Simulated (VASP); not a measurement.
# HfN (Fm-3m) in VASP: a series of runs

The runs below take HfN through relaxation of cell and atoms, with PBEsol, RPBE+D4, PBE.

Program: VASP 6.6.1. These are calculated values, not measurements. Logs are shortened: lines on timing, memory, paths and dates and some standing lists are left out, and cuts for length are marked.

### 1 The cell of the first run

The structure is cubic, space group Fm-3m (No. 225). Conventional cell: a = 4.512 Å, b = 4.512 Å, c = 4.512 Å, α = 90.00°, β = 90.00°, γ = 90.00°. Within 3.0 Å of Hf (site symmetry m-3m) lie 6 N at 2.26 Å. Within 3.0 Å of N (site symmetry m-3m) lie 6 Hf at 2.26 Å.

### 2 Relaxation of cell and atoms, PBEsol

Input file INCAR:

```
ALGO     = Normal         # electronic algorithm
EDIFF    = 1E-7           # SCF threshold, eV
EDIFFG   = -0.005         # ionic threshold
ENCUT    = 600            # plane-wave cutoff, eV
GGA      = PS             # functional
GGA_COMPAT= F            
IBRION   = 2              # ionic algorithm
ISIF     = 3              # what is computed and relaxed
ISMEAR   = -1             # smearing method
LASPH    = T              # aspherical terms in the spheres
LCHARG   = F              # write CHGCAR
LREAL    = F              # projectors in reciprocal space
LWAVE    = F              # write WAVECAR
NELM     = 120            # most SCF steps
NELMIN   = 4            
NSW      = 80             # ionic steps
PREC     = Accurate       # precision mode
SIGMA    = 0.05           # smearing width, eV
```

Input file KPOINTS:

```
k-points
0
Gamma
  10 10 10
```

Input file POSCAR:

```
HfN
1.0
    0.0000000000      2.2560000000      2.2560000000
    2.2560000000      0.0000000000      2.2560000000
    2.2560000000      2.2560000000      0.0000000000
Hf N
1 1
Direct
    0.0000000000      0.0000000000      0.0000000000
    0.5000000000      0.5000000000      0.5000000000
```

Potentials or basis: VASP PAW PBE potentials, release 64 (Hf_pv, N).

Started as:

```console
cat potpaw_PBE.64/Hf_pv/POTCAR potpaw_PBE.64/N/POTCAR > POTCAR
mpirun -np 1 vasp_std > vasp.out
```

OUTCAR:

```text
EDIFF = 1E-7
   EDIFFG = -0.005
   ENCUT = 600
   GGA = PS
   IBRION = 2
   ISIF = 3
   ISMEAR = -1
   LASPH = T
   LREAL = F
   NELM = 120
   NELMIN = 4
   NSW = 80
   PREC = Accurate

 ion  position               nearest neighbor table
   1  0.000  0.000  0.000-   2 2.26   2 2.26   2 2.26   2 2.26   2 2.26   2 2.26
   2  0.500  0.500  0.500-   1 2.26   1 2.26   1 2.26   1 2.26   1 2.26   1 2.26

  LATTYP: Found a face centered cubic cell.
 ALAT       =     4.5120000000

  Lattice vectors:

 A1 = (   0.0000000000,   2.2560000000,   2.2560000000)
 A2 = (   2.2560000000,   0.0000000000,   2.2560000000)
 A3 = (   2.2560000000,   2.2560000000,   0.0000000000)

Analysis of symmetry for initial positions (statically):
=====================================================================
 Subroutine PRICEL returns:
 Original cell was already a primitive cell.

 Routine SETGRP: Setting up the symmetry group for a
 face centered cubic supercell.

 Subroutine GETGRP returns: Found 48 space group operations
 (whereof 48 operations were pure point group operations)
 out of a pool of 48 trial point group operations.

The static configuration has the point symmetry O_h .

Analysis of symmetry for dynamics (positions and initial velocities):
=====================================================================
 Subroutine PRICEL returns:
 Original cell was already a primitive cell.

 Routine SETGRP: Setting up the symmetry group for a
 face centered cubic supercell.

 Subroutine GETGRP returns: Found 48 space group operations
 (whereof 48 operations were pure point group operations)
 out of a pool of 48 trial point group operations.

The dynamic configuration has the point symmetry O_h .

 Subroutine INISYM returns: Found 48 space group operations
 (whereof 48 operations are pure point group operations),
 and found     1 'primitive' translations

----------------------------------------------------------------------------------------

                                     Primitive cell

  volume of cell :      22.9640

  direct lattice vectors                    reciprocal lattice vectors
     0.000000000  2.256000000  2.256000000    -0.221631206  0.221631206  0.221631206
     2.256000000  0.000000000  2.256000000     0.221631206 -0.221631206  0.221631206
     2.256000000  2.256000000  0.000000000     0.221631206  0.221631206 -0.221631206

  length of vectors
     3.190465797  3.190465797  3.190465797     0.383876509  0.383876509  0.383876509

  position of ions in fractional coordinates (direct lattice)
     0.000000000  0.000000000  0.000000000
     0.500000000  0.500000000  0.500000000

  ion indices of the primitive-cell ions
   primitive index   ion index
                 1           1
                 2           2

----------------------------------------------------------------------------------------

 KPOINTS: k-points

Automatic generation of k-mesh.
 Grid dimensions read from file:
 generate k-points for:   10   10   10

 Generating k-lattice:

  Cartesian coordinates                     Fractional coordinates (reciprocal lattice)
    -0.022163121  0.022163121  0.022163121     0.100000000  0.000000000  0.000000000
     0.022163121 -0.022163121  0.022163121     0.000000000  0.100000000  0.000000000
     0.022163121  0.022163121 -0.022163121     0.000000000  0.000000000  0.100000000

  Length of vectors
     0.038387651  0.038387651  0.038387651

  Shift w.r.t. Gamma in fractional coordinates (k-lattice)
     0.000000000  0.000000000  0.000000000

 Subroutine IBZKPT returns following result:
 ===========================================

 Found     47 irreducible k-points:

 Following reciprocal coordinates:
            Coordinates               Weight
  0.000000  0.000000  0.000000      1.000000
  0.100000  0.000000  0.000000      8.000000
  0.200000  0.000000  0.000000      8.000000
  0.300000  0.000000  0.000000      8.000000
  0.400000  0.000000  0.000000      8.000000
  0.500000  0.000000  0.000000      4.000000
[... 16 lines left out ...]
  0.300000  0.300000  0.000000      6.000000
  0.400000  0.300000  0.000000     24.000000
 [... further k-points ...]
   k-points           NKPTS =     47   k-points in BZ     NKDIM =     47   number of bands    NBANDS=     11
   number of dos      NEDOS =    301   number of ions     NIONS =      2
   total plane-waves  NPLWV =  21952
   dimension x,y,z NGX =    28 NGY =   28 NGZ =   28
   dimension x,y,z NGXF=    56 NGYF=   56 NGZF=   56
   ions per type =               1   1
   NGX,Y,Z   is equivalent  to a cutoff of  14.59, 14.59, 14.59 a.u.
   NGXF,Y,Z  is equivalent  to a cutoff of  29.18, 29.18, 29.18 a.u.
 SYSTEM =  unknown system
   PREC   = accura    normal or accurate (medium, high low for compatibility)
   ISTART =      0    job   : 0-new  1-cont  2-samecut
   ICHARG =      2    charge: 1-file 2-atom 10-const
   ISPIN  =      1    spin polarized calculation?
   LNONCOLLINEAR =      F non collinear calculations
   LSORBIT =      F    spin-orbit coupling
   LASPH  =      T    aspherical Exc in radial PAW
   ENCUT  =  600.0 eV  44.10 Ry    6.64 a.u.   6.37  6.37  6.37*2*pi/ulx,y,z
   NELM   =    120;   NELMIN=  4; NELMDL= -5     # of ELM steps
   EDIFF  = 0.1E-06   stopping-criterion for ELM
   LREAL  =      F    real-space projection
   EDIFFG = -.5E-02   stopping-criterion for IOM
   NSW    =     80    number of steps for IOM
   IBRION =      2    ionic relax: 0-MD 1-quasi-New 2-CG
   NFREE  =      1    steps in history (QN), initial steepest desc. (CG)
   ISIF   =      3    stress and relaxation
   ISYM   =      2    0-nonsym 1-usesym 2-fastsym
   POTIM  = 0.5000    time-step for ionic-motion
   TEBEG  =    0.0;   TEEND  =   0.0 temperature during run
   PSTRESS=    0.0 pullay stress
   NELECT =      15.0000    total number of electrons
   NUPDOWN=      -1.0000    fix difference up-down
   EMIN   =  10.00;   EMAX   =-10.00  energy-range for DOS
   EFERMI =   0.00;   METHOD = LEGACY
   ISMEAR =    -1;   SIGMA  =   0.05  broadening in eV -4-tet -1-fermi 0-gaus
   EFERMI_NEDOS =   21; number of points for ismear=-14 and -15
   IALGO  =     38    algorithm
   IMIX   =      4    mixing-type and parameters
     AMIX     =   0.40;   BMIX     =  1.00
     AMIX_MAG =   1.60;   BMIX_MAG =  1.00
  volume/ion in A,a.u.               =      11.48        77.48
  Fermi-wavevector in a.u.,A,eV,Ry     =   1.420440  2.684242 27.451783  2.017649
  Thomas-Fermi vector in A             =   2.541355
   LORBIT       =      0    0 simple, 1 ext, 2 COOP (PROOUT), +10 PAW based schemes
   GGA     = PS    functional components
   LHFCALC =     F    Hartree Fock is set to
   AEXX    =    0.0000 exact exchange contribution
   IVDW    =     0    specifies the selected vdW correction
   LEPSILON=     F    determine dielectric tensor
   LRPA    =     F    only Hartree local field effects (RPA)
 conjugate gradient relaxation of ions
 non-spin polarized calculation
  energy-cutoff  :      600.00
  volume of cell :       22.96
 maximum number of plane-waves:       785
 NGX is ok and might be reduce to    28
   NGX = 13   NGY = 13   NGZ = 13

--------------------------------------- Ionic step        1  -------------------------------------------

 number of electron      15.0000002 magnetization

 Free energy of the ion-electron system (eV)
  ---------------------------------------------------
  ext. energy  EPLUGINS =         0.00000000
  ---------------------------------------------------
  free energy    TOTEN  =       -22.98728727 eV

  energy without entropy =      -22.98087626  energy(sigma->0) =      -22.98408177

------------------------ aborting loop because EDIFF is reached ----------------------------------------

  FORCE on cell =-STRESS in cart. coord.  units (eV):
  Direction    XX          YY          ZZ          XY          YZ          ZX
  --------------------------------------------------------------------------------------
  -------------------------------------------------------------------------------------
  Total       -0.5990693     -0.5990693     -0.5990693      0.0000000     -0.0000000      0.0000000
  in kB      -41.7965452    -41.7965452    -41.7965452      0.0000000     -0.0000000      0.0000000
  external PRESSURE =     -41.7965452 kB  Pullay stress =       0.0000000 kB

 VOLUME and BASIS-vectors are now :
 -----------------------------------------------------------------------------
  energy-cutoff  :      600.00
  volume of cell :       22.96
      direct lattice vectors                 reciprocal lattice vectors
     0.000000000  2.256000000  2.256000000    -0.221631206  0.221631206  0.221631206
     2.256000000  0.000000000  2.256000000     0.221631206 -0.221631206  0.221631206
     2.256000000  2.256000000  0.000000000     0.221631206  0.221631206 -0.221631206
[... 37 lines left out ...]
 POSITION                                       TOTAL-FORCE (eV/Angst)
 -----------------------------------------------------------------------------------
      2.22340      2.22340      0.00000        -0.000000      0.000000      0.000000
      2.22340      2.22340      2.22340         0.000000     -0.000000     -0.000000
 -----------------------------------------------------------------------------------
    total drift:                                0.000000      0.000000      0.000000

  FREE ENERGIE OF THE ION-ELECTRON SYSTEM (eV)
  ---------------------------------------------------
  free  energy   TOTEN  =       -22.9742101070 eV

  energy  without entropy=      -22.9680164150  energy(sigma->0) =      -22.97111326

--------------------------------------- Ionic step        3  -------------------------------------------

 number of electron      15.0000002 magnetization

 Free energy of the ion-electron system (eV)
  ---------------------------------------------------
  ext. energy  EPLUGINS =         0.00000000
  ---------------------------------------------------
  free energy    TOTEN  =       -22.99175635 eV

  energy without entropy =      -22.98542019  energy(sigma->0) =      -22.98858827

 E-fermi :   8.3975     XC(G=0): -12.9916

 val. band max:        8.3538337244   @ k =  -0.4000   0.3000   0.0000
 cond. band min:       8.4099150028   @ k =  -0.1000   0.1000   0.0000
 fundamental gap:      0.0560812785
 Fermi energy:         8.3975272151

 k-point     1 :       0.0000    0.0000    0.0000
  band No.  band energies     occupation
      1     -22.6144      2.00000
      2     -22.6144      2.00000
      3     -22.6144      2.00000
      4      -9.1890      2.00000
      5       5.3543      2.00000
      6       5.3543      2.00000
      7       5.3543      2.00000
      8       7.9854      1.99947
      9       7.9854      1.99947
     10       7.9854      1.99947
     11      10.3562      0.00000

 k-point     2 :       0.1000    0.0000    0.0000
  band No.  band energies     occupation
      1     -22.7243      2.00000
      2     -22.6234      2.00000
      3     -22.6234      2.00000
      4      -8.9480      2.00000
      5       4.4145      2.00000
      6       4.7883      2.00000
      7       4.7883      2.00000
      8       8.2273      1.93571
      9       8.3217      1.63992
     10       8.3217      1.63992
     11      11.0550      0.00000
[... 295 lines left out ...]
 k-point    24 :       0.4000    0.3000    0.0000
  band No.  band energies     occupation
      1     -23.3452      2.00000
      2     -22.9000      2.00000
      3     -22.8684      2.00000
      4      -7.7354      2.00000
      5       1.7198      2.00000
      6       3.7185      2.00000
      7       4.2321      2.00000
      8       5.8348      2.00000
      9      12.5440      0.00000
     10      13.0915      0.00000
     11      13.2525      0.00000

 [... further k-points ...]
[... 5 lines left out ...]
  --------------------------------------------------------------------------------------
  -------------------------------------------------------------------------------------
  Total       -0.0047263     -0.0047263     -0.0047263     -0.0000000      0.0000000      0.0000000
  in kB       -0.3346287     -0.3346287     -0.3346287     -0.0000000      0.0000000      0.0000000
  external PRESSURE =      -0.3346287 kB  Pullay stress =       0.0000000 kB

 VOLUME and BASIS-vectors are now :
 -----------------------------------------------------------------------------
  energy-cutoff  :      600.00
  volume of cell :       22.63
      direct lattice vectors                 reciprocal lattice vectors
     0.000000000  2.244982235  2.244982235    -0.222718912  0.222718912  0.222718912
     2.244982235 -0.000000000  2.244982235     0.222718912 -0.222718912  0.222718912
     2.244982235  2.244982235  0.000000000     0.222718912  0.222718912 -0.222718912

 POSITION                                       TOTAL-FORCE (eV/Angst)
 -----------------------------------------------------------------------------------
      0.00000      0.00000      0.00000        -0.000000      0.000000     -0.000000
      2.24498      2.24498      2.24498         0.000000     -0.000000      0.000000
 -----------------------------------------------------------------------------------
    total drift:                                0.000000      0.000000      0.000000

  FREE ENERGIE OF THE ION-ELECTRON SYSTEM (eV)
  ---------------------------------------------------
  free  energy   TOTEN  =       -22.9917563472 eV

  energy  without entropy=      -22.9854201945  energy(sigma->0) =      -22.98858827

 reached required accuracy - stopping structural energy minimisation
```

It took 41 s on 1 thread of AMD EPYC 7R13 (Zen 3), shared host; peak memory 0.15 GiB.

What came out:

* Free energy: -22.9918 eV
* Relaxed volume: 11.31 Å³/atom
* Relaxed cell: a = 3.175 Å, b = 3.175 Å, c = 3.175 Å, α = 60.00°, β = 60.00°, γ = 60.00°
* Space group after relaxing (to 0.1 Å): Fm-3m (No. 225)
* Energy gained by relaxing: 2.2 meV/atom
* Ionic steps: 3
* Pressure after relaxing: 0.0 GPa
* Band gap on the k mesh: zero (an odd number of electrons rules out a gap without spin polarisation)

The path:
| step | energy change (eV) | largest force (eV/Å) | pressure (GPa) | volume (Å³) |
| --- | --- | --- | --- | --- |
| 1 | 0.0000 | 0.0000 | -4.18 | 22.96 |
| 2 | 0.0131 | 0.0000 | 8.98 | 21.98 |
| 3 | -0.0045 | 0.0000 | -0.03 | 22.63 |

Final structure:
```yaml
crystal:
  lattice:
    - [0.00000, 2.24498, 2.24498]
    - [2.24498, 0.00000, 2.24498]
    - [2.24498, 2.24498, 0.00000]
  atoms:
    - { symbol: Hf, position: [0.00000, 0.00000, 0.00000] }
    - { symbol: N, position: [0.50000, 0.50000, 0.50000] }
```

Levels at points of the mesh, in eV from the Fermi level:
```csv
k point,band 6,band 7,band 8,band 9,band 10,band 11
"(0.00, 0.00, 0.00)",-3.04,-3.04,-0.41,-0.41,-0.41,1.96
"(0.50, 0.00, 0.00)",-6.31,-6.31,3.35,3.78,3.78,4.47
"(0.50, 0.50, 0.00)",-3.96,-3.70,-3.70,4.16,5.67,5.67
```

Caveat: the PAW data sets were made with another functional, which shifts forces and pressure a little; spin-orbit coupling is left out, which moves the levels of the heavy elements.

[end of part 1 of 2]

The gap in the log of VASP goes by the Fermi energy; the results here count the filled bands.